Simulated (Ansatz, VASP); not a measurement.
# PbSe in VASP and in Ansatz

```
Pb Se
1.0
    -0.16869    3.40447    3.06709
     3.40447   -0.16869    3.06709
     3.23578    3.23578    0.00000
Pb Se
1 1
Direct
  0.00000 0.00000 0.00000
  0.50000 0.50000 0.50000
```

Change from the starting cell: engineering shear strain xy -0.1100, equal normal strain along x and y +0.1100.

Alike in both runs: task single point; functional PBE; dispersion D3(BJ); k mesh 10 × 10 × 10; occupations gaussian, width 0.03 eV; no spin polarisation.

|  | VASP | Ansatz |
| --- | --- | --- |
| version | VASP 6.6.1 | Ansatz 0.2.0 |
| potentials or method | VASP PAW PBE potentials, release 64 (Pb_d, Se), cutoff 520 eV | scalar-relativistic, plane waves, PAW |
| valence electrons in the cell | 20 | 30 |

```csv
,VASP,Ansatz,Ansatz less VASP
gap on the k mesh at the Fermi level (eV),0.31,0.31,-0.002
least direct gap on the mesh (eV),0.37,0.37,-0.002
pressure (GPa),-5.7,-5.7,+0.02
"traceless stress, the component that is largest in VASP (GPa)",3.60,3.59,-0.013
```

VASP's potentials hold 20 valence electrons a cell and Ansatz's 30, so a difference there can come from the potentials and not from the codes.

Neither program's run includes spin-orbit coupling.
